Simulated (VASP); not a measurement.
Input of a VASP 6.6.1 run:

The input INCAR:

```
SYSTEM = SiC
ALGO = Normal ; EDIFF = 1E-7
ENCUT = 520 ; GGA = CA
ISIF = 2 ; ISMEAR = 0
LASPH = .True. ; LCHARG = .False.
LREAL = .False. ; LWAVE = .False.
NBANDS = 16 ; NELM = 60
PREC = Accurate ; SIGMA = 0.01
```

Contents of KPOINTS:

```
k-points
0
Gamma
  8 8 4
  0 0 0
```

Contents of POSCAR:

```
SiC
1.0
    2.9982503403      0.0000000000      0.0000000000
   -1.4991251702      2.5965609616      0.0000000000
    0.0000000000      0.0000000000      4.9175079341
Si C
2 2
Direct
    0.3333333333      0.6666666667      0.0045913114
    0.6666666667      0.3333333333      0.5045913114
    0.3333333333      0.6666666667      0.3804086886
    0.6666666667      0.3333333333      0.8804086886
```

Potentials or basis: VASP PAW LDA potentials, release 64 (Si, C).

Run with:

```bash
$ cat potpaw_LDA.64/Si/POTCAR potpaw_LDA.64/C/POTCAR > POTCAR
$ mpirun -np 1 vasp_std > vasp.out
```

Task: What does it give for the band gap on the k mesh?

Result: 2.29 eV, indirect (least direct gap 4.02 eV).

Task: Predict the pressure.

Result: 15.5 GPa.

A k mesh can miss the band edges. Expect the measured gap to be larger: semilocal functionals such as LDA lack the derivative discontinuity.
